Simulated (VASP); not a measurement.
# BaS (zincblende type) (F-43m) in VASP: notebook

The runs below take BaS (zincblende type) through single point, relaxation of cell and atoms, with PBE.

Everything below comes from runs of VASP 6.6.1. Logs are shortened: lines on timing, memory, paths and dates and some standing lists are left out, and cuts for length are marked.

**1. The cell of the first run**

Symmetry: F-43m, No. 216, cubic system. The conventional cell has a = 7.032 Å, b = 7.032 Å, c = 7.032 Å, α = 90.00°, β = 90.00°, γ = 90.00°. Ba (site symmetry -43m) has 4 S at 3.05 Å within 4.0 Å. Within 4.0 Å of S (site symmetry -43m) lie 4 Ba at 3.05 Å.

**2. Single point, PBE**

Contents of INCAR:

```
SYSTEM = BaS
PREC = Accurate
ENCUT = 520
EDIFF = 1E-6
ISMEAR = -1
SIGMA = 0.08
LREAL = .FALSE.
LASPH = .TRUE.
NELM = 100
ALGO = Normal
ISIF = 2
LWAVE = .FALSE.
LCHARG = .TRUE.
GGA = PE
LELF = .TRUE.
LVHAR = .TRUE.
NBANDS = 15
```

Contents of KPOINTS:

```
regular mesh
0
G
  9 9 9
  0 0 0
```

Contents of POSCAR:

```
BaS
1.0
    0.0000000000      3.5161364223      3.5161364223
    3.5161364223      0.0000000000      3.5161364223
    3.5161364223      3.5161364223      0.0000000000
Ba S
1 1
Direct
    0.0000000000      0.0000000000      0.0000000000
    0.2500000000      0.2500000000      0.2500000000
```

Potentials or basis: VASP PAW PBE potentials, release 64 (Ba_sv, S).

Run with:

```bash
$ cat potpaw_PBE.64/Ba_sv/POTCAR potpaw_PBE.64/S/POTCAR > POTCAR
$ mpirun -np 1 vasp_std > vasp.out
```

OUTCAR:

```text
SYSTEM = BaS
   PREC = Accurate
   ENCUT = 520
   EDIFF = 1E-6
   ISMEAR = -1
   LREAL = .FALSE.
   LASPH = .TRUE.
   NELM = 100
   ISIF = 2
   GGA = PE

 ion  position               nearest neighbor table
   1  0.000  0.000  0.000-   2 3.05   2 3.05   2 3.05   2 3.05
   2  0.250  0.250  0.250-   1 3.05   1 3.05   1 3.05   1 3.05

  LATTYP: Found a face centered cubic cell.
 ALAT       =     7.0322728446

  Lattice vectors:

 A1 = (   0.0000000000,   3.5161364223,   3.5161364223)
 A2 = (   3.5161364223,   0.0000000000,   3.5161364223)
 A3 = (   3.5161364223,   3.5161364223,   0.0000000000)

Analysis of symmetry for initial positions (statically):
=====================================================================
 Subroutine PRICEL returns:
 Original cell was already a primitive cell.

 Routine SETGRP: Setting up the symmetry group for a
 face centered cubic supercell.

 Subroutine GETGRP returns: Found 24 space group operations
 (whereof 24 operations were pure point group operations)
 out of a pool of 48 trial point group operations.

The static configuration has the point symmetry T_d .

Analysis of symmetry for dynamics (positions and initial velocities):
=====================================================================
 Subroutine PRICEL returns:
 Original cell was already a primitive cell.

 Routine SETGRP: Setting up the symmetry group for a
 face centered cubic supercell.

 Subroutine GETGRP returns: Found 24 space group operations
 (whereof 24 operations were pure point group operations)
 out of a pool of 48 trial point group operations.

The dynamic configuration has the point symmetry T_d .

 Subroutine INISYM returns: Found 24 space group operations
 (whereof 24 operations are pure point group operations),
 and found     1 'primitive' translations

----------------------------------------------------------------------------------------

                                     Primitive cell

  volume of cell :      86.9415

  direct lattice vectors                    reciprocal lattice vectors
     0.000000000  3.516136422  3.516136422    -0.142201536  0.142201536  0.142201536
     3.516136422  0.000000000  3.516136422     0.142201536 -0.142201536  0.142201536
     3.516136422  3.516136422  0.000000000     0.142201536  0.142201536 -0.142201536

  length of vectors
     4.972567816  4.972567816  4.972567816     0.246300285  0.246300285  0.246300285

  position of ions in fractional coordinates (direct lattice)
     0.000000000  0.000000000  0.000000000
     0.250000000  0.250000000  0.250000000

  ion indices of the primitive-cell ions
   primitive index   ion index
                 1           1
                 2           2

----------------------------------------------------------------------------------------

 KPOINTS: regular mesh

Automatic generation of k-mesh.
 Grid dimensions read from file:
 generate k-points for:    9    9    9

 Generating k-lattice:

  Cartesian coordinates                     Fractional coordinates (reciprocal lattice)
    -0.015800171  0.015800171  0.015800171     0.111111111  0.000000000  0.000000000
     0.015800171 -0.015800171  0.015800171     0.000000000  0.111111111  0.000000000
     0.015800171  0.015800171 -0.015800171     0.000000000  0.000000000  0.111111111

  Length of vectors
     0.027366698  0.027366698  0.027366698

  Shift w.r.t. Gamma in fractional coordinates (k-lattice)
     0.000000000  0.000000000  0.000000000

 Subroutine IBZKPT returns following result:
 ===========================================

 Found     35 irreducible k-points:

 Following reciprocal coordinates:
            Coordinates               Weight
  0.000000  0.000000  0.000000      1.000000
  0.111111  0.000000  0.000000      8.000000
  0.222222  0.000000  0.000000      8.000000
  0.333333  0.000000  0.000000      8.000000
  0.444444  0.000000  0.000000      8.000000
  0.111111  0.111111  0.000000      6.000000
[... 16 lines left out ...]
 -0.333333  0.333333  0.000000     12.000000
  0.444444  0.444444  0.000000      6.000000
 [... further k-points ...]
   k-points           NKPTS =     35   k-points in BZ     NKDIM =     35   number of bands    NBANDS=     15
   number of dos      NEDOS =    301   number of ions     NIONS =      2
   total plane-waves  NPLWV =  64000
   dimension x,y,z NGX =    40 NGY =   40 NGZ =   40
   dimension x,y,z NGXF=    80 NGYF=   80 NGZF=   80
   ions per type =               1   1
   NGX,Y,Z   is equivalent  to a cutoff of  13.37, 13.37, 13.37 a.u.
   NGXF,Y,Z  is equivalent  to a cutoff of  26.75, 26.75, 26.75 a.u.
 SYSTEM =  BaS
   PREC   = accura    normal or accurate (medium, high low for compatibility)
   ISTART =      0    job   : 0-new  1-cont  2-samecut
   ICHARG =      2    charge: 1-file 2-atom 10-const
   ISPIN  =      1    spin polarized calculation?
   LNONCOLLINEAR =      F non collinear calculations
   LSORBIT =      F    spin-orbit coupling
   LASPH  =      T    aspherical Exc in radial PAW
   ENCUT  =  520.0 eV  38.22 Ry    6.18 a.u.   9.25  9.25  9.25*2*pi/ulx,y,z
   NELM   =    100;   NELMIN=  2; NELMDL= -5     # of ELM steps
   EDIFF  = 0.1E-05   stopping-criterion for ELM
   LREAL  =      F    real-space projection
[... 7 lines left out ...]
   TEBEG  =    0.0;   TEEND  =   0.0 temperature during run
   PSTRESS=    0.0 pullay stress
   NELECT =      16.0000    total number of electrons
   NUPDOWN=      -1.0000    fix difference up-down
   EMIN   =  10.00;   EMAX   =-10.00  energy-range for DOS
   EFERMI =   0.00;   METHOD = LEGACY
   ISMEAR =    -1;   SIGMA  =   0.08  broadening in eV -4-tet -1-fermi 0-gaus
   EFERMI_NEDOS =   21; number of points for ismear=-14 and -15
   IALGO  =     38    algorithm
   IMIX   =      4    mixing-type and parameters
     AMIX     =   0.40;   BMIX     =  1.00
     AMIX_MAG =   1.60;   BMIX_MAG =  1.00
  volume/ion in A,a.u.               =      43.47       293.36
  Fermi-wavevector in a.u.,A,eV,Ry     =   0.931192  1.759697 11.797857  0.867118
  Thomas-Fermi vector in A             =   2.057659
   LORBIT       =      0    0 simple, 1 ext, 2 COOP (PROOUT), +10 PAW based schemes
   GGA     = PE    functional components
   LHFCALC =     F    Hartree Fock is set to
   AEXX    =    0.0000 exact exchange contribution
   IVDW    =     0    specifies the selected vdW correction
   LEPSILON=     F    determine dielectric tensor
   LRPA    =     F    only Hartree local field effects (RPA)
 non-spin polarized calculation
  energy-cutoff  :      520.00
  volume of cell :       86.94
 maximum number of plane-waves:      2357
 NGX is ok and might be reduce to    40
   NGX = 19   NGY = 19   NGZ = 19

 number of electron      15.9999999 magnetization

 Free energy of the ion-electron system (eV)
  ---------------------------------------------------
  ext. energy  EPLUGINS =         0.00000000
  ---------------------------------------------------
  free energy    TOTEN  =        -9.73309152 eV

  energy without entropy =       -9.73309151  energy(sigma->0) =       -9.73309151

 E-fermi :   1.4004     XC(G=0):  -7.1877

 val. band max:       -0.1915282233   @ k =  -0.3333   0.4444   0.2222
 cond. band min:       2.6028140642   @ k =   0.0000   0.0000   0.0000
 fundamental gap:      2.7943422875
 Fermi energy:         1.4004342201

 k-point     1 :       0.0000    0.0000    0.0000
  band No.  band energies     occupation
      1     -26.2491      2.00000
      2     -11.4305      2.00000
      3     -11.4305      2.00000
      4     -11.4305      2.00000
      5     -10.0769      2.00000
      6      -0.8456      2.00000
      7      -0.8456      2.00000
      8      -0.8456      2.00000
      9       2.6028      0.00000
     10       4.8856      0.00000
     11       4.8856      0.00000
     12       6.8135      0.00000
     13       6.8135      0.00000
     14       6.8135      0.00000
     15       9.8223      0.00000

 k-point     2 :       0.1111    0.0000    0.0000
  band No.  band energies     occupation
      1     -26.2474      2.00000
      2     -11.5338      2.00000
      3     -11.4352      2.00000
      4     -11.4352      2.00000
      5      -9.9700      2.00000
      6      -0.8857      2.00000
      7      -0.8127      2.00000
      8      -0.8127      2.00000
      9       2.8794      0.00000
     10       4.7783      0.00000
     11       4.7783      0.00000
     12       6.6542      0.00000
     13       7.0260      0.00000
     14       7.0260      0.00000
     15       9.0432      0.00000

 k-point     3 :       0.2222    0.0000    0.0000
  band No.  band energies     occupation
      1     -26.2430      2.00000
      2     -11.7453      2.00000
      3     -11.4470      2.00000
      4     -11.4470      2.00000
      5      -9.7521      2.00000
      6      -0.9220      2.00000
      7      -0.7321      2.00000
      8      -0.7321      2.00000
      9       3.5213      0.00000
     10       4.6621      0.00000
     11       4.6621      0.00000
     12       6.3489      0.00000
     13       7.2297      0.00000
     14       7.2297      0.00000
     15       7.8263      0.00000
[... 343 lines left out ...]
 k-point    23 :      -0.3333    0.3333    0.0000
  band No.  band energies     occupation
      1     -26.2306      2.00000
      2     -12.0898      2.00000
      3     -11.5812      2.00000
      4     -11.4970      2.00000
      5      -9.2761      2.00000
      6      -0.8561      2.00000
      7      -0.4725      2.00000
      8      -0.3788      2.00000
      9       3.3626      0.00000
     10       4.6470      0.00000
     11       4.8628      0.00000
     12       6.7225      0.00000
     13       7.0023      0.00000
     14       7.5363      0.00000
     15       8.5080      0.00000

 k-point    24 :       0.4444    0.4444    0.0000
  band No.  band energies     occupation
      1     -26.2300      2.00000
      2     -12.1281      2.00000
      3     -11.5254      2.00000
      4     -11.5254      2.00000
      5      -9.2678      2.00000
      6      -1.2446      2.00000
      7      -0.1953      2.00000
      8      -0.1953      2.00000
      9       3.2778      0.00000
     10       4.4902      0.00000
     11       6.1175      0.00000
     12       6.1827      0.00000
     13       6.1827      0.00000
     14       7.6502      0.00000
     15       9.2450      0.00000

 [... further k-points ...]

------------------------ aborting loop because EDIFF is reached ----------------------------------------

  FORCE on cell =-STRESS in cart. coord.  units (eV):
  Direction    XX          YY          ZZ          XY          YZ          ZX
  --------------------------------------------------------------------------------------
  -------------------------------------------------------------------------------------
  Total        0.2469595      0.2469595      0.2469595     -0.0000000      0.0000000      0.0000000
  in kB        4.5510252      4.5510252      4.5510252     -0.0000000      0.0000000      0.0000000
  external PRESSURE =       4.5510252 kB  Pullay stress =       0.0000000 kB

 VOLUME and BASIS-vectors are now :
 -----------------------------------------------------------------------------
  energy-cutoff  :      520.00
  volume of cell :       86.94
      direct lattice vectors                 reciprocal lattice vectors
     0.000000000  3.516136422  3.516136422    -0.142201536  0.142201536  0.142201536
     3.516136422  0.000000000  3.516136422     0.142201536 -0.142201536  0.142201536
     3.516136422  3.516136422  0.000000000     0.142201536  0.142201536 -0.142201536

 POSITION                                       TOTAL-FORCE (eV/Angst)
 -----------------------------------------------------------------------------------
      0.00000      0.00000      0.00000         0.000000      0.000000      0.000000
      1.75807      1.75807      1.75807        -0.000000     -0.000000     -0.000000
 -----------------------------------------------------------------------------------
    total drift:                                0.000000      0.000000      0.000000

  FREE ENERGIE OF THE ION-ELECTRON SYSTEM (eV)
  ---------------------------------------------------
  free  energy   TOTEN  =        -9.7330915156 eV

  energy  without entropy=       -9.7330915122  energy(sigma->0) =       -9.73309151
```

Wall time 27 s (1 thread of Intel Xeon 6975P-C (Granite Rapids), shared host); peak memory 0.25 GiB.

Results:

```yaml
Free_energy: -9.7331 eV
Pressure: 0.5 GPa
Band_gap_on_the_k_mesh: 2.79 eV (least direct gap 3.45 eV)
```

Levels at points of the mesh, in eV from the valence-band top:
```csv
k point,band 6,band 7,band 8,band 9,band 10,band 11
"(0.00, 0.00, 0.00)",-0.65,-0.65,-0.65,2.79,5.08,5.08
```

Caveat: spin-orbit coupling is left out, which moves the levels of the heavy elements; an odd mesh through Γ misses points on the zone boundary, where band edges can lie.

**3. Relaxation of cell and atoms, PBE**

This run uses another cell than the first one, of 33.37 Å³/atom.

Contents of INCAR:

```
SYSTEM = BaS
PREC = Accurate ; ENCUT = 600
EDIFF = 1E-6 ; ISMEAR = -1
SIGMA = 0.08 ; LREAL = .FALSE.
LASPH = .TRUE. ; NELM = 80
ALGO = Normal ; ISIF = 3
LWAVE = .FALSE. ; LCHARG = .FALSE.
GGA = PE ; IBRION = 2
NSW = 100 ; EDIFFG = -0.005
```

Contents of KPOINTS:

```
Automatic mesh
0
G
  9 9 9
  0 0 0
```

Contents of POSCAR:

```
BaS
1.0
    0.0000000000      3.2195088072      3.2195088072
    3.2195088072      0.0000000000      3.2195088072
    3.2195088072      3.2195088072      0.0000000000
Ba S
1 1
Direct
    0.0000000000      0.0000000000      0.0000000000
    0.2500000000      0.2500000000      0.2500000000
```

Potentials or basis: VASP PAW PBE potentials, release 64 (Ba_sv, S).

Run with:

```bash
$ cat potpaw_PBE.64/Ba_sv/POTCAR potpaw_PBE.64/S/POTCAR > POTCAR
$ mpirun -np 1 vasp_std > vasp.out
```

Run time: 42 s. Hardware: 1 thread of Intel Xeon 6975P-C (Granite Rapids), shared host; peak memory 0.23 GiB.

It converged, with:

| Quantity | Value |
| --- | --- |
| Free energy | -9.7337 eV |
| Relaxed volume | 44.18 Å³/atom |
| Relaxed cell | a = 5.000 Å, b = 5.000 Å, c = 5.000 Å, α = 60.00°, β = 60.00°, γ = 60.00° |
| Space group after relaxing (to 0.1 Å) | F-43m (No. 216) |
| Energy gained by relaxing | 362.3 meV/atom |
| Ionic steps | 5 |
| Pressure after relaxing | 0.0 GPa |
| Band gap on the k mesh | 2.77 eV (least direct gap 3.40 eV) |

The path:
| step | energy change (eV) | largest force (eV/Å) | pressure (GPa) | volume (Å³) |
| --- | --- | --- | --- | --- |
| 1 | 0.0000 | 0.0000 | 13.54 | 66.74 |
| 2 | -0.6510 | 0.0000 | -2.26 | 97.85 |
| 3 | -0.7244 | 0.0000 | 0.12 | 87.98 |
| 4 | -0.7245 | 0.0000 | -0.02 | 88.45 |
| 5 | -0.7246 | 0.0000 | -0.01 | 88.36 |

Final structure:
```
Ba S
1.0
     0.00000    3.53521    3.53521
     3.53521    0.00000    3.53521
     3.53521    3.53521    0.00000
Ba S
1 1
Direct
  0.00000 0.00000 0.00000
  0.25000 0.25000 0.25000
```

Levels at points of the mesh, in eV from the valence-band top:
```csv
k point,band 4,band 5,band 6,band 7,band 8,band 9,band 10,band 11,band 12
"(0.00, 0.00, 0.00)",-11.28,-9.86,-0.63,-0.63,-0.63,2.77,5.05,5.05,6.94
```

Caveat: the volume moved by over 15 % at a fixed basis, so the end points are rough; spin-orbit coupling is left out, which moves the levels of the heavy elements; an odd mesh through Γ misses points on the zone boundary, where band edges can lie.
